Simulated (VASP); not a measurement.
Input of a VASP 6.6.1 run:

The input INCAR:

```
SYSTEM = BN
PREC = Accurate ; ENCUT = 520
EDIFF = 1E-7 ; ISMEAR = 0
SIGMA = 0.01 ; LREAL = .False.
LASPH = .True. ; NELM = 80
ALGO = Normal ; ISIF = 2
LWAVE = .False. ; LCHARG = .True.
GGA = PE ; IVDW = 12
LELF = .True. ; LVHAR = .True.
NBANDS = 16
```

Contents of KPOINTS:

```
regular mesh
0
Gamma
  12 12 4
  0 0 0
```

File POSCAR:

```
BN
1.0
    2.4924178647      0.0000000000      0.0000000000
   -1.2462089324      2.1584971877      0.0000000000
    0.0000000000      0.0000000000      5.8557726575
B N
2 2
Direct
    0.3333333333      0.6666666667      0.2500000000
    0.6666666667      0.3333333333      0.7500000000
    0.3333333333      0.6666666667      0.7500000000
    0.6666666667      0.3333333333      0.2500000000
```

Potentials or basis: VASP PAW PBE potentials, release 64 (B, N).

Command:

```sh
$ cat potpaw_PBE.64/B/POTCAR potpaw_PBE.64/N/POTCAR > POTCAR
$ mpirun -np 1 vasp_std > vasp.out
```

(1) Estimate the dispersion energy per atom.

(2) Estimate the pressure.

(3) Estimate the band gap on the k mesh.

## Answers

(1) -0.165 eV.

(2) 7.1 GPa.

(3) 4.10 eV (least direct gap 4.35 eV).

Caveat: the cell stands under pressure.
